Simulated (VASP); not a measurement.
# Ta (Pm-3m) in VASP: single point with PBE

Aim: the single point of Ta with PBE.

Program: VASP 6.6.1. These are calculated values, not measurements. Logs are shortened: lines on timing, memory, paths and dates and some standing lists are left out, and cuts for length are marked.

**1. The cell of the first run**

Symmetry: Pm-3m, No. 221, cubic system. The conventional cell has a = 2.621 Å, b = 2.621 Å, c = 2.621 Å, α = 90.00°, β = 90.00°, γ = 90.00°. Within 3.5 Å of Ta (site symmetry m-3m) lie 6 Ta at 2.62 Å.

This isn't the form of Ta at room conditions, which is bcc.

**2. Single point, PBE**

INCAR

```
PREC = Accurate
ENCUT = 520
EDIFF = 1E-6
ISMEAR = 0
SIGMA = 0.15
LREAL = F
LASPH = T
NELM = 60
ALGO = Normal
ISIF = 2
LWAVE = F
LCHARG = F
GGA = PE
NBANDS = 12
```

KPOINTS

```
regular mesh
0
Gamma
  22 22 22
```

POSCAR

```
Ta
1.0
   -0.8737478697      1.7474957394      1.7474957394
    1.7474957394     -0.8737478697      1.7474957394
    1.7474957394      1.7474957394     -0.8737478697
Ta
1
Direct
    0.0000000000      0.0000000000      0.0000000000
```

Potentials or basis: VASP PAW PBE potentials, release 64 (Ta_pv).

Launch:

```bash
cat potpaw_PBE.64/Ta_pv/POTCAR > POTCAR
mpirun -np 1 vasp_std > vasp.out
```

OUTCAR:

```text
PREC = Accurate
   ENCUT = 520
   EDIFF = 1E-6
   ISMEAR = 0
   LREAL = F
   LASPH = T
   NELM = 60
   ISIF = 2
   GGA = PE

 ion  position               nearest neighbor table
   1  0.000  0.000  0.000-

  LATTYP: Found a simple cubic cell.
 ALAT       =     2.6212436091

  Lattice vectors:

 A1 = (  -0.8737478697,   1.7474957394,   1.7474957394)
 A2 = (   1.7474957394,  -0.8737478697,   1.7474957394)
 A3 = (   1.7474957394,   1.7474957394,  -0.8737478697)

Analysis of symmetry for initial positions (statically):
=====================================================================
 Subroutine PRICEL returns:
 Original cell was already a primitive cell.

 Routine SETGRP: Setting up the symmetry group for a
 simple cubic supercell.

 Subroutine GETGRP returns: Found 48 space group operations
 (whereof 48 operations were pure point group operations)
 out of a pool of 48 trial point group operations.

The static configuration has the point symmetry O_h .

Analysis of symmetry for dynamics (positions and initial velocities):
=====================================================================
 Subroutine PRICEL returns:
 Original cell was already a primitive cell.

 Routine SETGRP: Setting up the symmetry group for a
 simple cubic supercell.

 Subroutine GETGRP returns: Found 48 space group operations
 (whereof 48 operations were pure point group operations)
 out of a pool of 48 trial point group operations.

The dynamic configuration has the point symmetry O_h .

 Subroutine INISYM returns: Found 48 space group operations
 (whereof 48 operations are pure point group operations),
 and found     1 'primitive' translations

----------------------------------------------------------------------------------------

                                     Primitive cell

  volume of cell :      18.0104

  direct lattice vectors                    reciprocal lattice vectors
    -0.873747870  1.747495739  1.747495739    -0.127166102  0.254332205  0.254332205
     1.747495739 -0.873747870  1.747495739     0.254332205 -0.127166102  0.254332205
     1.747495739  1.747495739 -0.873747870     0.254332205  0.254332205 -0.127166102

  length of vectors
     2.621243609  2.621243609  2.621243609     0.381498307  0.381498307  0.381498307

  position of ions in fractional coordinates (direct lattice)
     0.000000000  0.000000000  0.000000000

  ion indices of the primitive-cell ions
   primitive index   ion index
                 1           1

----------------------------------------------------------------------------------------

 KPOINTS: regular mesh

Automatic generation of k-mesh.
 Grid dimensions read from file:
 generate k-points for:   22   22   22

 Generating k-lattice:

  Cartesian coordinates                     Fractional coordinates (reciprocal lattice)
    -0.005780277  0.011560555  0.011560555     0.045454545  0.000000000  0.000000000
     0.011560555 -0.005780277  0.011560555     0.000000000  0.045454545  0.000000000
     0.011560555  0.011560555 -0.005780277     0.000000000  0.000000000  0.045454545

  Length of vectors
     0.017340832  0.017340832  0.017340832

  Shift w.r.t. Gamma in fractional coordinates (k-lattice)
     0.000000000  0.000000000  0.000000000

 Subroutine IBZKPT returns following result:
 ===========================================

 Found    364 irreducible k-points:

 Following reciprocal coordinates:
            Coordinates               Weight
  0.000000  0.000000  0.000000      1.000000
  0.045455  0.000000  0.000000      6.000000
  0.090909  0.000000  0.000000      6.000000
  0.136364  0.000000  0.000000      6.000000
  0.181818  0.000000  0.000000      6.000000
  0.227273  0.000000  0.000000      6.000000
[... 16 lines left out ...]
  0.500000  0.045455 -0.000000     12.000000
  0.090909  0.090909  0.000000     12.000000
 [... further k-points ...]
   k-points           NKPTS =    364   k-points in BZ     NKDIM =    364   number of bands    NBANDS=     12
   number of dos      NEDOS =    301   number of ions     NIONS =      1
   total plane-waves  NPLWV =   8000
   dimension x,y,z NGX =    20 NGY =   20 NGZ =   20
   dimension x,y,z NGXF=    40 NGYF=   40 NGZF=   40
   ions per type =               1
   NGX,Y,Z   is equivalent  to a cutoff of  12.68, 12.68, 12.68 a.u.
   NGXF,Y,Z  is equivalent  to a cutoff of  25.37, 25.37, 25.37 a.u.
 SYSTEM =  unknown system
   PREC   = accura    normal or accurate (medium, high low for compatibility)
   ISTART =      0    job   : 0-new  1-cont  2-samecut
   ICHARG =      2    charge: 1-file 2-atom 10-const
   ISPIN  =      1    spin polarized calculation?
   LNONCOLLINEAR =      F non collinear calculations
   LSORBIT =      F    spin-orbit coupling
   LASPH  =      T    aspherical Exc in radial PAW
   ENCUT  =  520.0 eV  38.22 Ry    6.18 a.u.   4.87  4.87  4.87*2*pi/ulx,y,z
   NELM   =     60;   NELMIN=  2; NELMDL= -5     # of ELM steps
   EDIFF  = 0.1E-05   stopping-criterion for ELM
   LREAL  =      F    real-space projection
   EDIFFG = 0.1E-04   stopping-criterion for IOM
   NSW    =      0    number of steps for IOM
   IBRION =     -1    ionic relax: 0-MD 1-quasi-New 2-CG
   NFREE  =      0    steps in history (QN), initial steepest desc. (CG)
   ISIF   =      2    stress and relaxation
   ISYM   =      2    0-nonsym 1-usesym 2-fastsym
   POTIM  = 0.5000    time-step for ionic-motion
   TEBEG  =    0.0;   TEEND  =   0.0 temperature during run
   PSTRESS=    0.0 pullay stress
   NELECT =      11.0000    total number of electrons
   NUPDOWN=      -1.0000    fix difference up-down
   EMIN   =  10.00;   EMAX   =-10.00  energy-range for DOS
   EFERMI =   0.00;   METHOD = LEGACY
   ISMEAR =     0;   SIGMA  =   0.15  broadening in eV -4-tet -1-fermi 0-gaus
   EFERMI_NEDOS =   21; number of points for ismear=-14 and -15
   IALGO  =     38    algorithm
   IMIX   =      4    mixing-type and parameters
     AMIX     =   0.40;   BMIX     =  1.00
     AMIX_MAG =   1.60;   BMIX_MAG =  1.00
  volume/ion in A,a.u.               =      18.01       121.54
  Fermi-wavevector in a.u.,A,eV,Ry     =   1.388988  2.624806 26.249534  1.929286
  Thomas-Fermi vector in A             =   2.513061
   LORBIT       =      0    0 simple, 1 ext, 2 COOP (PROOUT), +10 PAW based schemes
   GGA     = PE    functional components
   LHFCALC =     F    Hartree Fock is set to
   AEXX    =    0.0000 exact exchange contribution
   IVDW    =     0    specifies the selected vdW correction
   LEPSILON=     F    determine dielectric tensor
   LRPA    =     F    only Hartree local field effects (RPA)
 non-spin polarized calculation
 Gauss-broadening in eV      SIGMA  =   0.15
  energy-cutoff  :      520.00
  volume of cell :       18.01
 maximum number of plane-waves:       500
 NGX is ok and might be reduce to    20
   NGX =  9   NGY =  9   NGZ =  9

 number of electron      11.0000000 magnetization

 Free energy of the ion-electron system (eV)
  ---------------------------------------------------
  ext. energy  EPLUGINS =         0.00000000
  ---------------------------------------------------
  free energy    TOTEN  =       -10.51149270 eV

  energy without entropy =      -10.50143494  energy(sigma->0) =      -10.50646382

 E-fermi :   5.5099     XC(G=0): -12.4987

 val. band max:        5.5023435307   @ k =   0.3636   0.0455   0.0455
 cond. band min:       5.5134969678   @ k =   0.4545   0.4091   0.1818
 fundamental gap:      0.0111534371
 Fermi energy:         5.5099058817

 k-point     1 :       0.0000    0.0000    0.0000
  band No.  band energies     occupation
      1     -27.4516      2.00000
      2     -27.4516      2.00000
      3     -27.4516      2.00000
      4      -2.2196      2.00000
      5       2.4082      2.00000
      6       2.4082      2.00000
      7      12.7051      0.00000
      8      12.7051      0.00000
      9      12.7051      0.00000
     10      20.2681      0.00000
     11      21.4117      0.00000
     12      21.4117      0.00000

 k-point     2 :       0.0455    0.0000    0.0000
  band No.  band energies     occupation
      1     -27.4914      2.00000
      2     -27.4483      2.00000
      3     -27.4483      2.00000
      4      -2.1456      2.00000
      5       2.4284      2.00000
      6       2.4894      2.00000
      7      12.5535      0.00000
      8      12.5535      0.00000
      9      12.7147      0.00000
     10      20.2651      0.00000
     11      21.0064      0.00000
     12      21.5921      0.00000

 k-point     3 :       0.0909    0.0000    0.0000
  band No.  band energies     occupation
      1     -27.6066      2.00000
      2     -27.4386      2.00000
      3     -27.4386      2.00000
      4      -1.9320      2.00000
      5       2.4877      2.00000
      6       2.7310      2.00000
      7      12.1429      0.00000
      8      12.1429      0.00000
      9      12.7432      0.00000
     10      20.0265      0.00000
     11      20.2969      0.00000
     12      22.0870      0.00000
[... 286 lines left out ...]
 k-point    23 :       0.5000    0.0455   -0.0000
  band No.  band energies     occupation
      1     -29.2044      2.00000
      2     -27.3237      2.00000
      3     -27.2832      2.00000
      4       1.6758      2.00000
      5       3.6211      2.00000
      6       5.4996      1.07774
      7       8.1884      0.00000
      8       8.3428      0.00000
      9      13.0885      0.00000
     10      17.3961      0.00000
     11      20.2767      0.00000
     12      20.2897      0.00000

 k-point    24 :       0.0909    0.0909    0.0000
  band No.  band energies     occupation
      1     -27.6028      2.00000
      2     -27.5831      2.00000
      3     -27.4258      2.00000
      4      -1.6430      2.00000
      5       2.6892      2.00000
      6       2.9289      2.00000
      7      11.5364      0.00000
      8      12.0487      0.00000
      9      12.3371      0.00000
     10      20.2299      0.00000
     11      20.5517      0.00000
     12      20.9170      0.00000

 [... further k-points ...]
[... 5 lines left out ...]
  --------------------------------------------------------------------------------------
  -------------------------------------------------------------------------------------
  Total        2.9351247      2.9351247      2.9351247      0.0000000      0.0000000     -0.0000000
  in kB      261.1048809    261.1048809    261.1048809      0.0000000      0.0000000     -0.0000000
  external PRESSURE =     261.1048809 kB  Pullay stress =       0.0000000 kB

 VOLUME and BASIS-vectors are now :
 -----------------------------------------------------------------------------
  energy-cutoff  :      520.00
  volume of cell :       18.01
      direct lattice vectors                 reciprocal lattice vectors
    -0.873747870  1.747495739  1.747495739    -0.127166102  0.254332205  0.254332205
     1.747495739 -0.873747870  1.747495739     0.254332205 -0.127166102  0.254332205
     1.747495739  1.747495739 -0.873747870     0.254332205  0.254332205 -0.127166102

 POSITION                                       TOTAL-FORCE (eV/Angst)
 -----------------------------------------------------------------------------------
      0.00000      0.00000      0.00000         0.000000      0.000000     -0.000000
 -----------------------------------------------------------------------------------
    total drift:                                0.000000      0.000000      0.000000

  FREE ENERGIE OF THE ION-ELECTRON SYSTEM (eV)
  ---------------------------------------------------
  free  energy   TOTEN  =       -10.5114927036 eV

  energy  without entropy=      -10.5014349428  energy(sigma->0) =      -10.50646382
```

Wall time 17 s (1 thread of Intel Xeon 6975P-C (Granite Rapids), shared host); peak memory 0.18 GiB.

Results:

```yaml
Free_energy: -10.5115 eV
Pressure: 26.1 GPa
Band_gap_on_the_k_mesh: zero (an odd number of electrons rules out a gap without spin polarisation)
```

Caveat: the cell stands under pressure; spin-orbit coupling is left out, which moves the levels of the heavy elements.
